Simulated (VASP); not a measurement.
# Ti (P6/mmm) in VASP: further runs

Ti is run at these levels: PBE, PBEsol, LDA; tasks: single point, relaxation of cell and atoms.

Program: VASP 6.6.1. These are calculated values, not measurements. Logs are shortened: lines on timing, memory, paths and dates and some standing lists are left out, and cuts for length are marked.

### Step 1. The cell of the first run

It takes space group P6/mmm (No. 191, hexagonal). Conventional cell: a = 4.567 Å, b = 4.567 Å, c = 2.826 Å, α = 90.00°, β = 90.00°, γ = 120.00°. Within 3.5 Å of Ti (site symmetry -6m2) lie 11 Ti at 2.64 to 2.99 Å. Within 3.7 Å of Ti (site symmetry 6/mmm) lie 14 Ti at 2.83 to 2.99 Å.

### Step 2. Single point, PBE

Input file INCAR:

```
SYSTEM = Ti
ALGO = Normal
EDIFF = 1E-7
ENCUT = 520
GGA = PE
ISIF = 2
ISMEAR = 0
LASPH = .True.
LCHARG = .True.
LELF = .True.
LREAL = .False.
LVHAR = .True.
LWAVE = .False.
NBANDS = 25
NELM = 100
PREC = Accurate
SIGMA = 0.022
```

Input file KPOINTS:

```
k-points
0
Gamma
  7 7 9
  0 0 0
```

Input file POSCAR:

```
Ti
1.0
    4.5673748306      0.0000000000      0.0000000000
   -2.2836874153      3.9554626319      0.0000000000
    0.0000000000      0.0000000000      2.8262442700
Ti
3
Direct
    0.6666666667      0.3333333333      0.5000000000
    0.3333333333      0.6666666667      0.5000000000
    0.0000000000      0.0000000000      0.0000000000
```

Potentials or basis: VASP PAW PBE potentials, release 64 (Ti_sv).

Run with:

```
> cat potpaw_PBE.64/Ti_sv/POTCAR > POTCAR
> mpirun -np 1 vasp_std > vasp.out
```

OUTCAR:

```text
SYSTEM = Ti
   EDIFF = 1E-7
   ENCUT = 520
   GGA = PE
   ISIF = 2
   ISMEAR = 0
   LASPH = .True.
   LREAL = .False.
   NELM = 100
   PREC = Accurate

 ion  position               nearest neighbor table
   1  0.667  0.333  0.500-   2 2.64   2 2.64   2 2.64
   2  0.333  0.667  0.500-   1 2.64   1 2.64   1 2.64
   3  0.000  0.000  0.000-

  LATTYP: Found a hexagonal cell.
 ALAT       =     4.5673748306
 C/A-ratio  =     0.6187896494

  Lattice vectors:

 A1 = (   4.5673748306,   0.0000000000,   0.0000000000)
 A2 = (  -2.2836874153,   3.9554626319,   0.0000000000)
 A3 = (   0.0000000000,   0.0000000000,   2.8262442700)

Analysis of symmetry for initial positions (statically):
=====================================================================
 Subroutine PRICEL returns:
 Original cell was already a primitive cell.

 Routine SETGRP: Setting up the symmetry group for a
 hexagonal supercell.

 Subroutine GETGRP returns: Found 24 space group operations
 (whereof 24 operations were pure point group operations)
 out of a pool of 24 trial point group operations.

The static configuration has the point symmetry D_6h.

Analysis of symmetry for dynamics (positions and initial velocities):
=====================================================================
 Subroutine PRICEL returns:
 Original cell was already a primitive cell.

 Routine SETGRP: Setting up the symmetry group for a
 hexagonal supercell.

 Subroutine GETGRP returns: Found 24 space group operations
 (whereof 24 operations were pure point group operations)
 out of a pool of 24 trial point group operations.

The dynamic configuration has the point symmetry D_6h.

 Subroutine INISYM returns: Found 24 space group operations
 (whereof 24 operations are pure point group operations),
 and found     1 'primitive' translations

----------------------------------------------------------------------------------------

                                     Primitive cell

  volume of cell :      51.0592

  direct lattice vectors                    reciprocal lattice vectors
     4.567374831  0.000000000  0.000000000     0.218944150  0.126407464  0.000000000
    -2.283687415  3.955462632  0.000000000     0.000000000  0.252814928  0.000000000
     0.000000000  0.000000000  2.826244270     0.000000000  0.000000000  0.353826458

  length of vectors
     4.567374831  4.567374831  2.826244270     0.252814928  0.252814928  0.353826458

  position of ions in fractional coordinates (direct lattice)
     0.666666667  0.333333333  0.500000000
     0.333333333  0.666666667  0.500000000
     0.000000000  0.000000000  0.000000000

  ion indices of the primitive-cell ions
   primitive index   ion index
                 1           1
                 2           2
                 3           3

----------------------------------------------------------------------------------------

 KPOINTS: k-points

Automatic generation of k-mesh.
 Grid dimensions read from file:
 generate k-points for:    7    7    9

 Generating k-lattice:

  Cartesian coordinates                     Fractional coordinates (reciprocal lattice)
     0.031277736  0.018058209  0.000000000     0.142857143 -0.000000000  0.000000000
     0.000000000  0.036116418  0.000000000     0.000000000  0.142857143  0.000000000
     0.000000000  0.000000000  0.039314051     0.000000000  0.000000000  0.111111111

  Length of vectors
     0.036116418  0.036116418  0.039314051

  Shift w.r.t. Gamma in fractional coordinates (k-lattice)
     0.000000000  0.000000000  0.000000000

 Subroutine IBZKPT returns following result:
 ===========================================

 Found     40 irreducible k-points:

 Following reciprocal coordinates:
            Coordinates               Weight
  0.000000  0.000000  0.000000      1.000000
  0.142857  0.000000  0.000000      6.000000
  0.285714  0.000000  0.000000      6.000000
  0.428571  0.000000  0.000000      6.000000
  0.142857  0.142857  0.000000      6.000000
  0.285714  0.142857  0.000000     12.000000
[... 16 lines left out ...]
  0.428571  0.142857  0.222222     12.000000
  0.285714  0.285714  0.222222     12.000000
 [... further k-points ...]
   k-points           NKPTS =     40   k-points in BZ     NKDIM =     40   number of bands    NBANDS=     25
   number of dos      NEDOS =    301   number of ions     NIONS =      3
   total plane-waves  NPLWV =  31104
   dimension x,y,z NGX =    36 NGY =   36 NGZ =   24
   dimension x,y,z NGXF=    72 NGYF=   72 NGZF=   48
   ions per type =               3
   NGX,Y,Z   is equivalent  to a cutoff of  13.10, 13.10, 14.12 a.u.
   NGXF,Y,Z  is equivalent  to a cutoff of  26.21, 26.21, 28.23 a.u.
 SYSTEM =  Ti
   PREC   = accura    normal or accurate (medium, high low for compatibility)
   ISTART =      0    job   : 0-new  1-cont  2-samecut
   ICHARG =      2    charge: 1-file 2-atom 10-const
   ISPIN  =      1    spin polarized calculation?
   LNONCOLLINEAR =      F non collinear calculations
   LSORBIT =      F    spin-orbit coupling
   LASPH  =      T    aspherical Exc in radial PAW
   ENCUT  =  520.0 eV  38.22 Ry    6.18 a.u.   8.49  8.49  5.25*2*pi/ulx,y,z
   NELM   =    100;   NELMIN=  2; NELMDL= -5     # of ELM steps
   EDIFF  = 0.1E-06   stopping-criterion for ELM
   LREAL  =      F    real-space projection
   EDIFFG = 0.1E-05   stopping-criterion for IOM
   NSW    =      0    number of steps for IOM
   IBRION =     -1    ionic relax: 0-MD 1-quasi-New 2-CG
   NFREE  =      0    steps in history (QN), initial steepest desc. (CG)
   ISIF   =      2    stress and relaxation
   ISYM   =      2    0-nonsym 1-usesym 2-fastsym
   POTIM  = 0.5000    time-step for ionic-motion
   TEBEG  =    0.0;   TEEND  =   0.0 temperature during run
   PSTRESS=    0.0 pullay stress
   NELECT =      36.0000    total number of electrons
   NUPDOWN=      -1.0000    fix difference up-down
   EMIN   =  10.00;   EMAX   =-10.00  energy-range for DOS
   EFERMI =   0.00;   METHOD = LEGACY
   ISMEAR =     0;   SIGMA  =   0.02  broadening in eV -4-tet -1-fermi 0-gaus
   EFERMI_NEDOS =   21; number of points for ismear=-14 and -15
   IALGO  =     38    algorithm
   IMIX   =      4    mixing-type and parameters
     AMIX     =   0.40;   BMIX     =  1.00
     AMIX_MAG =   1.60;   BMIX_MAG =  1.00
  volume/ion in A,a.u.               =      17.02       114.85
  Fermi-wavevector in a.u.,A,eV,Ry     =   1.457084  2.753489 28.886426  2.123092
  Thomas-Fermi vector in A             =   2.573926
   LORBIT       =      0    0 simple, 1 ext, 2 COOP (PROOUT), +10 PAW based schemes
   GGA     = PE    functional components
   LHFCALC =     F    Hartree Fock is set to
   AEXX    =    0.0000 exact exchange contribution
   IVDW    =     0    specifies the selected vdW correction
   LEPSILON=     F    determine dielectric tensor
   LRPA    =     F    only Hartree local field effects (RPA)
 non-spin polarized calculation
 Gauss-broadening in eV      SIGMA  =   0.02
  energy-cutoff  :      520.00
  volume of cell :       51.06
 maximum number of plane-waves:      1402
 NGX is ok and might be reduce to    36
   NGX = 17   NGY = 17   NGZ = 11

 number of electron      35.9999989 magnetization

 Free energy of the ion-electron system (eV)
  ---------------------------------------------------
  ext. energy  EPLUGINS =         0.00000000
  ---------------------------------------------------
  free energy    TOTEN  =       -23.52435231 eV

  energy without entropy =      -23.52378604  energy(sigma->0) =      -23.52406918

 E-fermi :   8.4313     XC(G=0): -11.5935

 val. band max:        8.4283126532   @ k =   0.4286   0.1429   0.3333
 cond. band min:       8.4710955233   @ k =   0.2857   0.1429   0.0000
 fundamental gap:      0.0427828701
 Fermi energy:         8.4312829673

 k-point     1 :       0.0000    0.0000    0.0000
  band No.  band energies     occupation
      1     -48.4459      2.00000
      2     -48.1785      2.00000
      3     -48.0113      2.00000
      4     -24.7610      2.00000
      5     -24.7610      2.00000
      6     -24.6466      2.00000
[... 17 lines left out ...]
     24      10.2551      0.00000
     25      10.3592      0.00000

 k-point     2 :       0.1429    0.0000    0.0000
  band No.  band energies     occupation
      1     -48.4433      2.00000
      2     -48.1733      2.00000
      3     -48.0194      2.00000
      4     -24.8125      2.00000
      5     -24.7952      2.00000
      6     -24.5942      2.00000
[... 17 lines left out ...]
     24       9.9976      0.00000
     25      10.7444      0.00000

 k-point     3 :       0.2857    0.0000    0.0000
  band No.  band energies     occupation
      1     -48.4376      2.00000
      2     -48.1580      2.00000
      3     -48.0410      2.00000
      4     -24.8794      2.00000
      5     -24.7959      2.00000
      6     -24.5252      2.00000
[... 17 lines left out ...]
     24      10.3513      0.00000
     25      11.1962      0.00000

 k-point     4 :       0.4286    0.0000    0.0000
  band No.  band energies     occupation
      1     -48.4332      2.00000
      2     -48.1378      2.00000
      3     -48.0662      2.00000
      4     -24.9182      2.00000
      5     -24.7470      2.00000
      6     -24.5062      2.00000
[... 17 lines left out ...]
     24      10.7000      0.00000
     25      10.9238      0.00000

 k-point     5 :       0.1429    0.1429    0.0000
  band No.  band energies     occupation
      1     -48.4391      2.00000
      2     -48.1629      2.00000
      3     -48.0344      2.00000
      4     -24.8348      2.00000
      5     -24.8315      2.00000
      6     -24.5582      2.00000
[... 17 lines left out ...]
     24      10.2088      0.00000
     25      11.0993      0.00000

 k-point     6 :       0.2857    0.1429    0.0000
  band No.  band energies     occupation
      1     -48.4342      2.00000
      2     -48.1430      2.00000
      3     -48.0598      2.00000
      4     -24.8750      2.00000
      5     -24.7963      2.00000
      6     -24.5667      2.00000
[... 17 lines left out ...]
     24      10.6748      0.00000
     25      10.8770      0.00000
[... 393 lines left out ...]
 k-point    21 :       0.1429    0.1429    0.2222
  band No.  band energies     occupation
      1     -48.4135      2.00000
      2     -48.1423      2.00000
      3     -48.0122      2.00000
      4     -24.7926      2.00000
      5     -24.7725      2.00000
      6     -24.5830      2.00000
[... 17 lines left out ...]
     24      10.2326      0.00000
     25      11.1915      0.00000

 k-point    22 :       0.2857    0.1429    0.2222
  band No.  band energies     occupation
      1     -48.4106      2.00000
      2     -48.1206      2.00000
      3     -48.0373      2.00000
      4     -24.8188      2.00000
      5     -24.7656      2.00000
      6     -24.6232      2.00000
[... 17 lines left out ...]
     24      10.6232      0.00000
     25      10.9372      0.00000

 k-point    23 :       0.4286    0.1429    0.2222
  band No.  band energies     occupation
      1     -48.4094      2.00000
      2     -48.1040      2.00000
      3     -48.0554      2.00000
      4     -24.8299      2.00000
      5     -24.7388      2.00000
      6     -24.6633      2.00000
[... 17 lines left out ...]
     24      10.8319      0.00000
     25      11.0362      0.00000

 k-point    24 :       0.2857    0.2857    0.2222
  band No.  band energies     occupation
      1     -48.4092      2.00000
      2     -48.0964      2.00000
      3     -48.0633      2.00000
      4     -24.7859      2.00000
      5     -24.7627      2.00000
      6     -24.7031      2.00000
[... 17 lines left out ...]
     24      11.0208      0.00000
     25      11.0396      0.00000

 [... further k-points ...]
[... 5 lines left out ...]
  --------------------------------------------------------------------------------------
  -------------------------------------------------------------------------------------
  Total        0.2050966      0.2050966      0.1197668      0.0000000      0.0000000      0.0000000
  in kB        6.4356950      6.4356950      3.7581426      0.0000000      0.0000000      0.0000000
  external PRESSURE =       5.5431775 kB  Pullay stress =       0.0000000 kB

 VOLUME and BASIS-vectors are now :
 -----------------------------------------------------------------------------
  energy-cutoff  :      520.00
  volume of cell :       51.06
      direct lattice vectors                 reciprocal lattice vectors
     4.567374831  0.000000000  0.000000000     0.218944150  0.126407464  0.000000000
    -2.283687415  3.955462632  0.000000000     0.000000000  0.252814928  0.000000000
     0.000000000  0.000000000  2.826244270     0.000000000  0.000000000  0.353826458

 POSITION                                       TOTAL-FORCE (eV/Angst)
 -----------------------------------------------------------------------------------
      2.28369      1.31849      1.41312        -0.000000      0.000000     -0.000000
     -0.00000      2.63698      1.41312         0.000000      0.000000      0.000000
      0.00000      0.00000      0.00000         0.000000      0.000000     -0.000000
 -----------------------------------------------------------------------------------
    total drift:                                0.000000      0.000000     -0.000000

  FREE ENERGIE OF THE ION-ELECTRON SYSTEM (eV)
  ---------------------------------------------------
  free  energy   TOTEN  =       -23.5243523078 eV

  energy  without entropy=      -23.5237860432  energy(sigma->0) =      -23.52406918
```

Run time: 51 s. Hardware: 1 thread of Intel Xeon Platinum 8488C (Sapphire Rapids), shared host; peak memory 0.19 GiB.

Results:

| Item | Value |
| --- | --- |
| Free energy | -23.5244 eV |
| Pressure | 0.6 GPa |
| Band gap on the k mesh | zero (band 18 reaches 8.63 eV, above the bottom of band 19 at 8.36 eV) |

Stress tensor (GPa, compression positive):
```
0.64 0.00 0.00
0.00 0.64 0.00
0.00 0.00 0.38
```

### Step 3. Relaxation of cell and atoms, PBEsol, target pressure 30 GPa, at which the enthalpy is minimised

Input file INCAR:

```
ALGO = Normal
EDIFF = 1E-7
EDIFFG = -0.01
ENCUT = 600
GGA = PS
IBRION = 2
ISIF = 3
ISMEAR = -1
LASPH = True
LCHARG = False
LREAL = False
LWAVE = False
NELM = 100
NSW = 60
PREC = Accurate
PSTRESS = 300.0
SIGMA = 0.05
```

Input file KPOINTS:

```
k-points
0
Gamma
  7 7 9
```

POSCAR is that of step 2.

Potentials or basis: VASP PAW PBE potentials, release 64 (Ti_sv).

Run with:

```
> cat potpaw_PBE.64/Ti_sv/POTCAR > POTCAR
> mpirun -np 1 vasp_std > vasp.out
```

OUTCAR:

```text
EDIFF = 1E-7
   EDIFFG = -0.01
   ENCUT = 600
   GGA = PS
   IBRION = 2
   ISIF = 3
   ISMEAR = -1
   LASPH = True
   LREAL = False
   NELM = 100
   NSW = 60
   PREC = Accurate
   PSTRESS = 300.0

 ion  position               nearest neighbor table
   1  0.667  0.333  0.500-   2 2.64   2 2.64   2 2.64
   2  0.333  0.667  0.500-   1 2.64   1 2.64   1 2.64
   3  0.000  0.000  0.000-

  LATTYP: Found a hexagonal cell.
 ALAT       =     4.5673748306
 C/A-ratio  =     0.6187896494

  Lattice vectors:

 A1 = (   4.5673748306,   0.0000000000,   0.0000000000)
 A2 = (  -2.2836874153,   3.9554626319,   0.0000000000)
 A3 = (   0.0000000000,   0.0000000000,   2.8262442700)

Analysis of symmetry for initial positions (statically):
=====================================================================
 Subroutine PRICEL returns:
 Original cell was already a primitive cell.

 Routine SETGRP: Setting up the symmetry group for a
 hexagonal supercell.

 Subroutine GETGRP returns: Found 24 space group operations
 (whereof 24 operations were pure point group operations)
 out of a pool of 24 trial point group operations.

The static configuration has the point symmetry D_6h.

Analysis of symmetry for dynamics (positions and initial velocities):
=====================================================================
 Subroutine PRICEL returns:
 Original cell was already a primitive cell.
[... 139 lines left out ...]
   LEPSILON=     F    determine dielectric tensor
   LRPA    =     F    only Hartree local field effects (RPA)
 conjugate gradient relaxation of ions
 non-spin polarized calculation
  energy-cutoff  :      600.00
  volume of cell :       51.06
 maximum number of plane-waves:      1728
   NGX = 19   NGY = 19   NGZ = 11

--------------------------------------- Ionic step        1  -------------------------------------------

 number of electron      35.9999989 magnetization

 Free energy of the ion-electron system (eV)
  ---------------------------------------------------
  ext. energy  EPLUGINS =         0.00000000
  ---------------------------------------------------
  free energy    TOTEN  =       -25.04953557 eV

  energy without entropy =      -25.02720117  energy(sigma->0) =      -25.03836837

 E-fermi :   8.3038     XC(G=0): -11.7318

 val. band max:        8.2941465771   @ k =   0.4286   0.1429   0.3333
 cond. band min:       8.3397162349   @ k =   0.2857   0.1429   0.0000
 fundamental gap:      0.0455696578
 Fermi energy:         8.3038089393

 k-point     1 :       0.0000    0.0000    0.0000
  band No.  band energies     occupation
      1     -48.3310      2.00000
      2     -48.0709      2.00000
      3     -47.9013      2.00000
      4     -24.7500      2.00000
      5     -24.7500      2.00000
      6     -24.6443      2.00000
[... 824 lines left out ...]
--------------------------------------- Ionic step        7  -------------------------------------------

 number of electron      35.9999999 magnetization

 Free energy of the ion-electron system (eV)
  ---------------------------------------------------
  ext. energy  EPLUGINS =         0.00000000
  ---------------------------------------------------
  free energy    TOTEN  =       -24.39546751 eV

  energy without entropy =      -24.37067361  energy(sigma->0) =      -24.38307056

 E-fermi :  10.8682     XC(G=0): -12.8275

 val. band max:       10.8664713435   @ k =   0.2857   0.1429   0.1111
 cond. band min:      10.8684844214   @ k =   0.1429   0.1429   0.0000
 fundamental gap:      0.0020130779
 Fermi energy:        10.8682119646

 k-point     1 :       0.0000    0.0000    0.0000
  band No.  band energies     occupation
      1     -45.4424      2.00000
      2     -45.1263      2.00000
      3     -44.8317      2.00000
      4     -22.0217      2.00000
      5     -22.0217      2.00000
      6     -21.9228      2.00000
[... 625 lines left out ...]
  energy  without entropy=      -24.3706736090  energy(sigma->0) =      -24.38307056

  enthalpy is  TOTEN    =       -16.7125803477 eV   P V=        7.6828871657

 reached required accuracy - stopping structural energy minimisation
```

CONTCAR:

```text
Ti
   1.00000000000000
     4.2337164830987595    0.0000000000000000    0.0000000000000000
    -2.1168582415493797    3.6665060267785039   -0.0000000000000000
    -0.0000000000000000    0.0000000000000000    2.6432583205257920
  Ti
     3
Direct
     0.6666666667000030    0.3333333332999970    0.5000000000000000
     0.3333333332999970    0.6666666667000030    0.5000000000000000
     0.0000000000000000    0.0000000000000000    0.0000000000000000

  0.00000000E+00  0.00000000E+00  0.00000000E+00
  0.00000000E+00  0.00000000E+00  0.00000000E+00
  0.00000000E+00  0.00000000E+00  0.00000000E+00
```

Wall time 2.9 min (1 thread of Intel Xeon Platinum 8488C (Sapphire Rapids), shared host); peak memory 0.21 GiB.

Results:

```yaml
Free_energy: -24.3955 eV
Relaxed_volume: 13.68 Å³/atom
Relaxed_cell: a = 4.234 Å, b = 4.234 Å, c = 2.643 Å, α = 90.00°, β = 90.00°, γ = 120.00°
Space_group_after_relaxing_to_0.05_Å: P6/mmm (No. 191)
Energy_change_on_relaxing_the_enthalpy_is_what_falls: +218.0 meV/atom
Ionic_steps: 7
Pressure_after_relaxing: 30.0 GPa
Band_gap_on_the_k_mesh: zero (band 18 reaches 11.11 eV, above the bottom of band 19 at 10.62 eV)
```

Step by step:
| step | energy change (eV) | largest force (eV/Å) | pressure (GPa) | volume (Å³) |
| --- | --- | --- | --- | --- |
| 1 | 0.0000 | 0.0000 | -3.92 | 51.06 |
| 2 | 6.7823 | 0.0000 | 155.56 | 28.79 |
| 3 | 0.4783 | 0.0000 | 24.93 | 42.07 |
| 4 | 0.6177 | 0.0000 | 29.01 | 41.24 |
| 5 | 0.6533 | 0.0000 | 30.00 | 41.04 |
| 6 | 0.6538 | 0.0000 | 30.00 | 41.03 |
| 7 | 0.6541 | 0.0000 | 30.00 | 41.03 |

Final structure:
```
Ti
1.0
     4.23372    0.00000    0.00000
    -2.11686    3.66651    0.00000
     0.00000    0.00000    2.64326
Ti
3
Cartesian
  2.1169 1.2222 1.3216
  0.0000 2.4443 1.3216
  0.0000 0.0000 0.0000
```

Caveat: the cell is relaxed towards a set pressure, so the enthalpy falls and the energy may rise; the volume moved by over 15 % at a fixed basis, so the end points are rough; the PAW data sets were made with another functional, which shifts forces and pressure a little.

[end of part 1 of 2]
